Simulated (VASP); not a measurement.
Here is a VASP 6.6.1 calculation.

Contents of INCAR:

```
SYSTEM = SiGe
PREC = Accurate ; ENCUT = 520
EDIFF = 1E-7 ; ISMEAR = 0
SIGMA = 0.03 ; LREAL = .FALSE.
LASPH = .TRUE. ; NELM = 60
ALGO = Normal ; ISIF = 2
LWAVE = .FALSE. ; LCHARG = .TRUE.
GGA = PS ; LELF = .TRUE.
LVHAR = .TRUE. ; NBANDS = 26
```

KPOINTS

```
regular mesh
0
G
  12 12 6
  0 0 0
```

The input POSCAR:

```
SiGe
1.0
    4.0018446113      0.0000000000      0.0000000000
   -2.0009223057      3.4656990954      0.0000000000
    0.0000000000      0.0000000000      6.6106243379
Si Ge
2 2
Direct
    0.6666666667      0.3333333333      0.8745463082
    0.3333333333      0.6666666667      0.3745463082
    0.6666666667      0.3333333333      0.5004526918
    0.3333333333      0.6666666667      0.0004526918
```

Potentials or basis: VASP PAW PBE potentials, release 64 (Si, Ge_d).

Launch:

```sh
$ cat potpaw_PBE.64/Si/POTCAR potpaw_PBE.64/Ge_d/POTCAR > POTCAR
$ mpirun -np 1 vasp_std > vasp.out
```

**Question.** Estimate the largest force.

**Answer.** 0.027 eV/Å.

**Question.** Predict the band gap on the k mesh.

**Answer.** 0.20 eV.

**Question.** What does it give for the pressure?

**Answer.** -5.2 GPa.

Forces on the atoms (eV/Å):
```
Si   0.000  0.000  0.027
Si   0.000  0.000  0.027
Ge   0.000  0.000 -0.027
Ge   0.000  0.000 -0.027
```

Caveat: the cell differs from its parent crystal (atoms shifted along a free coordinate); the cell stands under tension; the PAW data sets were made with another functional, which shifts forces and pressure a little. A k mesh can miss the band edges.
